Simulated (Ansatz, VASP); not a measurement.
# Ga: VASP beside Ansatz

```
Ga
1.0
     1.35955   -3.95824    0.00000
     1.35955    3.95824    0.00000
    -0.11546    0.00000    3.27348
Ga
2
Direct
  0.86900 0.13100 0.25000
  0.13100 0.86900 0.75000
```

Change from the starting cell: volume scaled by 0.95.

Alike in both runs: task single point; functional PBEsol; k mesh 14 × 14 × 11; occupations fermi-dirac, width 0.03 eV; no spin polarisation.

|  | VASP | Ansatz |
| --- | --- | --- |
| version | VASP 6.6.1 | Ansatz 0.2.0 |
| potentials or method | VASP PAW PBE potentials, release 64 (Ga_d), cutoff 520 eV | all-electron LAPW, scalar-relativistic |

|  | VASP | Ansatz | Ansatz less VASP |
| --- | --- | --- | --- |
| pressure (GPa) | 1.2 | 1.2 | +0.05 |
| traceless stress, the component that is largest in VASP (GPa) | -0.17 | -0.14 | +0.026 |
| rms of the force components (eV/Å) | 0.118 | 0.119 | +0.0005 |

VASP's potentials were made for PBE, not for PBEsol. Atom by atom the forces differ by 0.001 eV/Å (rms over components). Ansatz ran all-electron here, and VASP with PAW potentials.
